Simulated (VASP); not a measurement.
# Pd (P6_3/mmc) in VASP: notebook

Runs on Pd. Level: PBE. Tasks: single point.

Everything below comes from runs of VASP 6.6.1. Logs are shortened: lines on timing, memory, paths and dates and some standing lists are left out, and cuts for length are marked.

## 1. The cell of the first run

It takes space group P6_3/mmc (No. 194, hexagonal). Conventional cell: a = 2.467 Å, b = 2.467 Å, c = 4.110 Å, α = 90.00°, β = 90.00°, γ = 120.00°. Within 3.3 Å of Pd (site symmetry -6m2) lie 12 Pd at 2.47 to 2.50 Å.

This isn't the form of Pd at room conditions, which is fcc.

## 2. Single point, PBE

The input, INCAR:

```
SYSTEM = Pd
PREC = Accurate ; ENCUT = 520
EDIFF = 1E-6 ; ISMEAR = -1
SIGMA = 0.05 ; LREAL = .False.
LASPH = .True. ; NELM = 60
ALGO = Normal ; ISIF = 2
LWAVE = .False. ; LCHARG = .False.
GGA = PE ; NBANDS = 17
```

The input, KPOINTS:

```
regular mesh
0
Gamma
  18 18 10
  0 0 0
```

The input, POSCAR:

```
Pd
1.0
    2.4667357847      0.0000000000      0.0000000000
   -1.2333678923      2.1362558540      0.0000000000
    0.0000000000      0.0000000000      4.1100781578
Pd
2
Direct
    0.3333333333      0.6666666667      0.2500000000
    0.6666666667      0.3333333333      0.7500000000
```

Potentials or basis: VASP PAW PBE potentials, release 64 (Pd).

Command:

```console
cat potpaw_PBE.64/Pd/POTCAR > POTCAR
mpirun -np 1 vasp_std > vasp.out
```

OUTCAR:

```text
SYSTEM = Pd
   PREC = Accurate
   ENCUT = 520
   EDIFF = 1E-6
   ISMEAR = -1
   LREAL = .False.
   LASPH = .True.
   NELM = 60
   ISIF = 2
   GGA = PE

 ion  position               nearest neighbor table
   1  0.333  0.667  0.250-   2 2.50   2 2.50   2 2.50   2 2.50   2 2.50   2 2.50
   2  0.667  0.333  0.750-   1 2.50   1 2.50   1 2.50   1 2.50   1 2.50   1 2.50

  LATTYP: Found a hexagonal cell.
 ALAT       =     2.4667357847
 C/A-ratio  =     1.6662012135

  Lattice vectors:

 A1 = (   2.4667357847,   0.0000000000,   0.0000000000)
 A2 = (  -1.2333678923,   2.1362558540,   0.0000000000)
 A3 = (   0.0000000000,   0.0000000000,   4.1100781578)

Analysis of symmetry for initial positions (statically):
=====================================================================
 Subroutine PRICEL returns:
 Original cell was already a primitive cell.

 Routine SETGRP: Setting up the symmetry group for a
 hexagonal supercell.

 Subroutine GETGRP returns: Found 24 space group operations
 (whereof 12 operations were pure point group operations)
 out of a pool of 24 trial point group operations.

The static configuration has the point symmetry D_3d.
 The point group associated with its full space group is D_6h.

Analysis of symmetry for dynamics (positions and initial velocities):
=====================================================================
 Subroutine PRICEL returns:
 Original cell was already a primitive cell.

 Routine SETGRP: Setting up the symmetry group for a
 hexagonal supercell.

 Subroutine GETGRP returns: Found 24 space group operations
 (whereof 12 operations were pure point group operations)
 out of a pool of 24 trial point group operations.

The dynamic configuration has the point symmetry D_3d.
 The point group associated with its full space group is D_6h.

 Subroutine INISYM returns: Found 24 space group operations
 (whereof 12 operations are pure point group operations),
 and found     1 'primitive' translations

----------------------------------------------------------------------------------------

                                     Primitive cell

  volume of cell :      21.6584

  direct lattice vectors                    reciprocal lattice vectors
     2.466735785  0.000000000  0.000000000     0.405394046  0.234054362  0.000000000
    -1.233367892  2.136255854  0.000000000     0.000000000  0.468108723  0.000000000
     0.000000000  0.000000000  4.110078158     0.000000000  0.000000000  0.243304376

  length of vectors
     2.466735785  2.466735785  4.110078158     0.468108723  0.468108723  0.243304376

  position of ions in fractional coordinates (direct lattice)
     0.333333333  0.666666667  0.250000000
     0.666666667  0.333333333  0.750000000

  ion indices of the primitive-cell ions
   primitive index   ion index
                 1           1
                 2           2

----------------------------------------------------------------------------------------

 KPOINTS: regular mesh

Automatic generation of k-mesh.
 Grid dimensions read from file:
 generate k-points for:   18   18   10

 Generating k-lattice:

  Cartesian coordinates                     Fractional coordinates (reciprocal lattice)
     0.022521891  0.013003020  0.000000000     0.055555556  0.000000000  0.000000000
     0.000000000  0.026006040  0.000000000     0.000000000  0.055555556  0.000000000
     0.000000000  0.000000000  0.024330438     0.000000000  0.000000000  0.100000000

  Length of vectors
     0.026006040  0.026006040  0.024330438

  Shift w.r.t. Gamma in fractional coordinates (k-lattice)
     0.000000000  0.000000000  0.000000000

 Subroutine IBZKPT returns following result:
 ===========================================

 Found    222 irreducible k-points:

 Following reciprocal coordinates:
            Coordinates               Weight
  0.000000  0.000000  0.000000      1.000000
  0.055556  0.000000  0.000000      6.000000
  0.111111  0.000000  0.000000      6.000000
  0.166667 -0.000000  0.000000      6.000000
  0.222222  0.000000  0.000000      6.000000
  0.277778  0.000000  0.000000      6.000000
[... 16 lines left out ...]
  0.333333  0.111111  0.000000     12.000000
  0.388889  0.111111  0.000000     12.000000
 [... further k-points ...]
   k-points           NKPTS =    222   k-points in BZ     NKDIM =    222   number of bands    NBANDS=     17
   number of dos      NEDOS =    301   number of ions     NIONS =      2
   total plane-waves  NPLWV =  10368
   dimension x,y,z NGX =    18 NGY =   18 NGZ =   32
   dimension x,y,z NGXF=    36 NGYF=   36 NGZF=   64
   ions per type =               2
   NGX,Y,Z   is equivalent  to a cutoff of  12.13, 12.13, 12.94 a.u.
   NGXF,Y,Z  is equivalent  to a cutoff of  24.26, 24.26, 25.89 a.u.
 SYSTEM =  Pd
   PREC   = accura    normal or accurate (medium, high low for compatibility)
   ISTART =      0    job   : 0-new  1-cont  2-samecut
   ICHARG =      2    charge: 1-file 2-atom 10-const
   ISPIN  =      1    spin polarized calculation?
   LNONCOLLINEAR =      F non collinear calculations
   LSORBIT =      F    spin-orbit coupling
   LASPH  =      T    aspherical Exc in radial PAW
   ENCUT  =  520.0 eV  38.22 Ry    6.18 a.u.   4.59  4.59  7.64*2*pi/ulx,y,z
   NELM   =     60;   NELMIN=  2; NELMDL= -5     # of ELM steps
   EDIFF  = 0.1E-05   stopping-criterion for ELM
   LREAL  =      F    real-space projection
   EDIFFG = 0.1E-04   stopping-criterion for IOM
   NSW    =      0    number of steps for IOM
   IBRION =     -1    ionic relax: 0-MD 1-quasi-New 2-CG
   NFREE  =      0    steps in history (QN), initial steepest desc. (CG)
   ISIF   =      2    stress and relaxation
   ISYM   =      2    0-nonsym 1-usesym 2-fastsym
   POTIM  = 0.5000    time-step for ionic-motion
   TEBEG  =    0.0;   TEEND  =   0.0 temperature during run
   PSTRESS=    0.0 pullay stress
   NELECT =      20.0000    total number of electrons
   NUPDOWN=      -1.0000    fix difference up-down
   EMIN   =  10.00;   EMAX   =-10.00  energy-range for DOS
   EFERMI =   0.00;   METHOD = LEGACY
   ISMEAR =    -1;   SIGMA  =   0.05  broadening in eV -4-tet -1-fermi 0-gaus
   EFERMI_NEDOS =   21; number of points for ismear=-14 and -15
   IALGO  =     38    algorithm
   IMIX   =      4    mixing-type and parameters
     AMIX     =   0.40;   BMIX     =  1.00
     AMIX_MAG =   1.60;   BMIX_MAG =  1.00
  volume/ion in A,a.u.               =      10.83        73.08
  Fermi-wavevector in a.u.,A,eV,Ry     =   1.594200  3.012601 34.578853  2.541474
  Thomas-Fermi vector in A             =   2.692312
   LORBIT       =      0    0 simple, 1 ext, 2 COOP (PROOUT), +10 PAW based schemes
   GGA     = PE    functional components
   LHFCALC =     F    Hartree Fock is set to
   AEXX    =    0.0000 exact exchange contribution
   IVDW    =     0    specifies the selected vdW correction
   LEPSILON=     F    determine dielectric tensor
   LRPA    =     F    only Hartree local field effects (RPA)
 non-spin polarized calculation
  energy-cutoff  :      520.00
  volume of cell :       21.66
 maximum number of plane-waves:       602
   NGX =  9   NGY =  9   NGZ = 15

 number of electron      19.9999991 magnetization

 Free energy of the ion-electron system (eV)
  ---------------------------------------------------
  ext. energy  EPLUGINS =         0.00000000
  ---------------------------------------------------
  free energy    TOTEN  =        -7.44018111 eV

  energy without entropy =       -7.41351398  energy(sigma->0) =       -7.42684755

 E-fermi :  16.0572     XC(G=0): -15.2032

 val. band max:       16.0534656991   @ k =   0.3889   0.1111   0.0000
 cond. band min:      16.0606473444   @ k =   0.2778   0.0000   0.0000
 fundamental gap:      0.0071816453
 Fermi energy:        16.0571926645

 k-point     1 :       0.0000    0.0000    0.0000
  band No.  band energies     occupation
      1       6.2346      2.00000
      2       7.7849      2.00000
      3      11.1903      2.00000
      4      11.5136      2.00000
      5      11.5136      2.00000
      6      12.1205      2.00000
[... 9 lines left out ...]
     16      36.1510      0.00000
     17      40.9890      0.00000

 k-point     2 :       0.0556    0.0000    0.0000
  band No.  band energies     occupation
      1       6.3709      2.00000
      2       7.8919      2.00000
      3      11.0728      2.00000
      4      11.6054      2.00000
      5      11.6224      2.00000
      6      12.0588      2.00000
[... 9 lines left out ...]
     16      36.3558      0.00000
     17      40.8908      0.00000

 k-point     3 :       0.1111    0.0000    0.0000
  band No.  band energies     occupation
      1       6.7618      2.00000
      2       8.1823      2.00000
      3      10.8093      2.00000
      4      11.7488      2.00000
      5      11.9429      2.00000
      6      11.9906      2.00000
[... 9 lines left out ...]
     16      36.8262      0.00000
     17      39.0080      0.00000

 k-point     4 :       0.1667   -0.0000    0.0000
  band No.  band energies     occupation
      1       7.3441      2.00000
      2       8.5393      2.00000
      3      10.5502      2.00000
      4      11.5897      2.00000
      5      11.6721      2.00000
      6      12.3554      2.00000
[... 9 lines left out ...]
     16      37.0488      0.00000
     17      37.5609      0.00000

 k-point     5 :       0.2222    0.0000    0.0000
  band No.  band energies     occupation
      1       7.9714      2.00000
      2       8.7207      2.00000
      3      10.5504      2.00000
      4      10.7277      2.00000
      5      11.4539      2.00000
      6      12.3953      2.00000
[... 9 lines left out ...]
     16      36.7776      0.00000
     17      37.5272      0.00000

 k-point     6 :       0.2778    0.0000    0.0000
  band No.  band energies     occupation
      1       8.3078      2.00000
      2       8.6964      2.00000
      3       9.8985      2.00000
      4      10.9549      2.00000
      5      11.5495      2.00000
      6      12.1009      2.00000
[... 9 lines left out ...]
     16      35.1338      0.00000
     17      37.6558      0.00000

 k-point     7 :       0.3333    0.0000    0.0000
  band No.  band energies     occupation
      1       8.1211      2.00000
      2       8.7428      2.00000
      3       9.2278      2.00000
      4      11.5824      2.00000
      5      11.8473      2.00000
      6      11.8988      2.00000
[... 9 lines left out ...]
     16      33.6304      0.00000
     17      37.1172      0.00000

 k-point     8 :       0.3889   -0.0000    0.0000
  band No.  band energies     occupation
      1       7.8602      2.00000
      2       8.6887      2.00000
      3       8.7363      2.00000
      4      11.6536      2.00000
      5      12.0455      2.00000
      6      12.1088      2.00000
[... 9 lines left out ...]
     16      32.3797      0.00000
     17      35.1764      0.00000
[... 203 lines left out ...]
      1       7.6915      2.00000
      2       8.7874      2.00000
      3      10.2633      2.00000
      4      11.3543      2.00000
      5      11.6130      2.00000
      6      12.1802      2.00000
[... 9 lines left out ...]
     16      36.6115      0.00000
     17      36.6267      0.00000

 k-point    20 :       0.1667    0.1111    0.0000
  band No.  band energies     occupation
      1       8.3417      2.00000
      2       9.0477      2.00000
      3      10.0598      2.00000
      4      10.5475      2.00000
      5      11.5260      2.00000
      6      11.8374      2.00000
[... 9 lines left out ...]
     16      35.3983      0.00000
     17      37.2006      0.00000

 k-point    21 :       0.2222    0.1111    0.0000
  band No.  band energies     occupation
      1       8.7834      2.00000
      2       8.9870      2.00000
      3       9.8111      2.00000
      4      10.3464      2.00000
      5      11.5813      2.00000
      6      11.6174      2.00000
[... 9 lines left out ...]
     16      34.3115      0.00000
     17      37.4228      0.00000

 k-point    22 :       0.2778    0.1111    0.0000
  band No.  band energies     occupation
      1       8.5542      2.00000
      2       9.0770      2.00000
      3       9.2032      2.00000
      4      11.0126      2.00000
      5      11.4126      2.00000
      6      11.9026      2.00000
[... 9 lines left out ...]
     16      33.3954      0.00000
     17      37.0773      0.00000

 k-point    23 :       0.3333    0.1111    0.0000
  band No.  band energies     occupation
      1       8.2742      2.00000
      2       8.7527      2.00000
      3       9.0416      2.00000
      4      11.3323      2.00000
      5      11.7300      2.00000
      6      12.1508      2.00000
[... 9 lines left out ...]
     16      32.6465      0.00000
     17      35.3084      0.00000

 k-point    24 :       0.3889    0.1111    0.0000
  band No.  band energies     occupation
      1       8.0884      2.00000
      2       8.4763      2.00000
      3       8.9723      2.00000
      4      11.3263      2.00000
      5      11.9074      2.00000
      6      12.2606      2.00000
[... 9 lines left out ...]
     16      32.0643      0.00000
     17      33.6099      0.00000

 [... further k-points ...]
[... 5 lines left out ...]
  --------------------------------------------------------------------------------------
  -------------------------------------------------------------------------------------
  Total       20.2167414     20.2167414     20.2215646      0.0000000      0.0000000      0.0000000
  in kB     1495.5321605   1495.5321606   1495.8889591      0.0000000      0.0000000      0.0000000
  external PRESSURE =    1495.6510934 kB  Pullay stress =       0.0000000 kB

 VOLUME and BASIS-vectors are now :
 -----------------------------------------------------------------------------
  energy-cutoff  :      520.00
  volume of cell :       21.66
      direct lattice vectors                 reciprocal lattice vectors
     2.466735785  0.000000000  0.000000000     0.405394046  0.234054362  0.000000000
    -1.233367892  2.136255854  0.000000000     0.000000000  0.468108723  0.000000000
     0.000000000  0.000000000  4.110078158     0.000000000  0.000000000  0.243304376

 POSITION                                       TOTAL-FORCE (eV/Angst)
 -----------------------------------------------------------------------------------
     -0.00000      1.42417      1.02752        -0.000000      0.000000      0.000000
      1.23337      0.71209      3.08256         0.000000     -0.000000      0.000000
 -----------------------------------------------------------------------------------
    total drift:                               -0.000000      0.000000     -0.000000

  FREE ENERGIE OF THE ION-ELECTRON SYSTEM (eV)
  ---------------------------------------------------
  free  energy   TOTEN  =        -7.4401811149 eV

  energy  without entropy=       -7.4135139805  energy(sigma->0) =       -7.42684755
```

Wall time 43 s (1 thread of AMD EPYC 7R13 (Zen 3), shared host); peak memory 0.15 GiB.

Results:

- Free energy: -7.4402 eV
- Pressure: 149.6 GPa
- Band gap on the k mesh: zero (bands 10 and 11 overlap by 1.57 eV)

Levels at points of the mesh, in eV from the Fermi level:
| k point | band 8 | band 9 | band 10 | band 11 | band 12 | band 13 |
| --- | --- | --- | --- | --- | --- | --- |
| (0.00, 0.00, 0.00) | -2.79 | -2.79 | -0.42 | -0.42 | 0.11 | 9.92 |
| (0.50, 0.00, 0.00) | 0.08 | 0.10 | 0.42 | 3.36 | 6.06 | 12.03 |
| (0.00, 0.00, 0.50) | -4.60 | -1.15 | -1.15 | -1.15 | -1.15 | 15.89 |
| (0.50, 0.00, 0.50) | -0.93 | 0.28 | 0.28 | 2.87 | 2.87 | 11.27 |

Caveat: the cell stands under pressure.

## 3. Single point, PBE

The input, INCAR:

```
ALGO = Normal ; EDIFF = 1E-7
ENCUT = 520 ; GGA = PE
ISIF = 2 ; ISMEAR = -1
LASPH = True ; LCHARG = False
LREAL = False ; LWAVE = False
NBANDS = 17 ; NELM = 80
PREC = Accurate ; SIGMA = 0.05
```

The input, KPOINTS:

```
k-points
0
Gamma
  18 18 10
```

The input, POSCAR:

```
Pd
1.0
    2.4670063667      0.0000000000      0.0000000000
   -1.2335031833      2.1364901849      0.0000000000
    0.0000000000      0.0000000000      4.1102662471
Pd
2
Direct
    0.3333333333      0.6666666667      0.2500000000
    0.6666666667      0.3333333333      0.7500000000
```

Potentials or basis: VASP PAW PBE potentials, release 64 (Pd).

Command:

```console
cat potpaw_PBE.64/Pd/POTCAR > POTCAR
mpirun -np 1 vasp_std > vasp.out
```

OUTCAR:

```text
EDIFF = 1E-7
   ENCUT = 520
   GGA = PE
   ISIF = 2
   ISMEAR = -1
   LASPH = True
   LREAL = False
   NELM = 80
   PREC = Accurate

 ion  position               nearest neighbor table
   1  0.333  0.667  0.250-   2 2.50   2 2.50   2 2.50   2 2.50   2 2.50   2 2.50
   2  0.667  0.333  0.750-   1 2.50   1 2.50   1 2.50   1 2.50   1 2.50   1 2.50

  LATTYP: Found a hexagonal cell.
 ALAT       =     2.4670063667
 C/A-ratio  =     1.6660947059

  Lattice vectors:

 A1 = (   2.4670063667,   0.0000000000,   0.0000000000)
 A2 = (  -1.2335031833,   2.1364901849,   0.0000000000)
 A3 = (   0.0000000000,   0.0000000000,   4.1102662471)

Analysis of symmetry for initial positions (statically):
=====================================================================
 Subroutine PRICEL returns:
 Original cell was already a primitive cell.

 Routine SETGRP: Setting up the symmetry group for a
 hexagonal supercell.

 Subroutine GETGRP returns: Found 24 space group operations
 (whereof 12 operations were pure point group operations)
[... 158 lines left out ...]
  ---------------------------------------------------
  ext. energy  EPLUGINS =         0.00000000
  ---------------------------------------------------
  free energy    TOTEN  =        -7.44554241 eV

  energy without entropy =       -7.41885460  energy(sigma->0) =       -7.43219850

 E-fermi :  16.0508     XC(G=0): -15.2014

 val. band max:       16.0469648933   @ k =   0.3333   0.0000   0.1000
 cond. band min:      16.0544013139   @ k =   0.2778   0.0000   0.0000
 fundamental gap:      0.0074364206
 Fermi energy:        16.0508396574

 k-point     1 :       0.0000    0.0000    0.0000
  band No.  band energies     occupation
      1       6.2307      2.00000
      2       7.7816      2.00000
      3      11.1866      2.00000
      4      11.5093      2.00000
      5      11.5093      2.00000
      6      12.1160      2.00000
[... 457 lines left out ...]
      4      11.3216      2.00000
      5      11.9031      2.00000
      6      12.2554      2.00000
[... 9 lines left out ...]
     16      32.0575      0.00000
     17      33.6006      0.00000

 [... further k-points ...]
[... 5 lines left out ...]
  --------------------------------------------------------------------------------------
  -------------------------------------------------------------------------------------
  Total       20.1911747     20.1911747     20.2019124      0.0000000      0.0000000      0.0000000
  in kB     1493.2449028   1493.2449029   1494.0390153      0.0000000      0.0000000      0.0000000
  external PRESSURE =    1493.5096070 kB  Pullay stress =       0.0000000 kB

 VOLUME and BASIS-vectors are now :
 -----------------------------------------------------------------------------
  energy-cutoff  :      520.00
  volume of cell :       21.66
      direct lattice vectors                 reciprocal lattice vectors
     2.467006367  0.000000000  0.000000000     0.405349582  0.234028690  0.000000000
    -1.233503183  2.136490185  0.000000000     0.000000000  0.468057381  0.000000000
     0.000000000  0.000000000  4.110266247     0.000000000  0.000000000  0.243293242

 POSITION                                       TOTAL-FORCE (eV/Angst)
 -----------------------------------------------------------------------------------
     -0.00000      1.42433      1.02757         0.000000      0.000000      0.000000
      1.23350      0.71216      3.08270        -0.000000     -0.000000      0.000000
 -----------------------------------------------------------------------------------
    total drift:                               -0.000000      0.000000     -0.000000

  FREE ENERGIE OF THE ION-ELECTRON SYSTEM (eV)
  ---------------------------------------------------
  free  energy   TOTEN  =        -7.4455424078 eV

  energy  without entropy=       -7.4188545984  energy(sigma->0) =       -7.43219850
```

stdout:

```text
POSCAR found type information on POSCAR Pd
 POSCAR found :  1 types and       2 ions
 scaLAPACK will be used
 LDA part: xc-table for (Slater+PW92), standard interpolation
 POSCAR, INCAR and KPOINTS ok, starting setup
 FFT: planning ... GRIDC
 FFT: planning ... GRID_SOFT
 FFT: planning ... GRID
 WAVECAR not read
 entering main loop
```

Wall time 39 s (1 thread of AMD EPYC 7R13 (Zen 3), shared host); peak memory 0.15 GiB.

What came out:

```yaml
Free_energy: -7.4455 eV
Pressure: 149.4 GPa
Band_gap_on_the_k_mesh: zero (bands 10 and 11 overlap by 1.56 eV)
```

Caveat: the cell stands under pressure.
